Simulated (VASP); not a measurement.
Input of a VASP 6.6.1 run:

Contents of INCAR:

```
SYSTEM = YSiRu3
  ALGO = Normal
  EDIFF = 1E-6
  ENCUT = 500
  GGA = PE
  GGA_COMPAT = .False.
  ISIF = 2
  ISMEAR = 0
  LASPH = .True.
  LCHARG = .False.
  LREAL = .False.
  LWAVE = .False.
  NBANDS = 36
  NELM = 120
  PREC = Accurate
  SIGMA = 0.1
```

Contents of KPOINTS:

```
k-points
0
Gamma
  8 8 8
  0 0 0
```

POSCAR

```
YSiRu3
1.0
    4.4562653796      0.0000000000      0.0000000000
    0.0000000000      4.4562653796      0.0000000000
    0.0000000000      0.0000000000      4.4562653796
Y Si Ru
1 1 3
Direct
    0.0000000000      0.0000000000      0.0000000000
    0.5000000000      0.5000000000      0.5000000000
    0.0000000000      0.5000000000      0.5000000000
    0.5000000000      0.0000000000      0.5000000000
    0.5000000000      0.5000000000      0.0000000000
```

Potentials or basis: VASP PAW PBE potentials, release 64 (Y_sv, Si, Ru_pv).

The run is started by

```console
$ cat potpaw_PBE.64/Y_sv/POTCAR potpaw_PBE.64/Si/POTCAR potpaw_PBE.64/Ru_pv/POTCAR > POTCAR
$ mpirun -np 1 vasp_std > vasp.out
```

Problem. Estimate the pressure.

Solution. -0.1 GPa.
